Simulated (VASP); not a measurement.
Wanted: the native input for a VASP 6.6.1 run.

```yaml
Task: single point
Functional: LDA
Potentials_or_basis: VASP PAW LDA potentials, release 64 (Ir)
Cutoff: 520 eV
k_mesh: 23 × 23 × 23
Occupations: fermi-dirac, width 0.05 eV
Spin: collinear spin, ferromagnetic start
Starting_moments: "[1.0] μB"
Dipole_correction: no
Further_INCAR_settings: ALGO = Normal; EDIFF = 1e-06; NBANDS = 14
```

The structure of Ir lies in POSCAR:

```
Ir
1.0
    0.0000000000      1.8535864588      1.8535864588
    1.8535864588      0.0000000000      1.8535864588
    1.8535864588      1.8535864588      0.0000000000
Ir
1
Direct
    0.0000000000      0.0000000000      0.0000000000
```

This cell differs from its parent crystal: volume scaled by 0.92.

One way to write it, as run:

INCAR

```
PREC = Accurate ; ENCUT = 520
EDIFF = 1E-6 ; ISMEAR = -1
SIGMA = 0.05 ; LREAL = False
LASPH = True ; NELM = 150
ALGO = Normal ; ISIF = 2
LWAVE = False ; LCHARG = False
ISPIN = 2 ; MAGMOM = 1
LORBIT = 11 ; LMAXMIX = 4
GGA = CA ; NBANDS = 14
```

KPOINTS

```
regular mesh
0
Gamma
  23 23 23
```

Potentials or basis: VASP PAW LDA potentials, release 64 (Ir).

The run is started by

```console
$ cat potpaw_LDA.64/Ir/POTCAR > POTCAR
$ mpirun -np 1 vasp_std > vasp.out
```

Results of the run:

```json
{"Pressure": "45.2 GPa", "Net moment": "0.00 μB per cell", "Valence electrons inside the program's atomic spheres": "Ir 8.82"}
```

Run time: 2.9 min on 1 thread of Intel Xeon 8259CL, with other jobs on the host, peak memory 0.21 GiB.
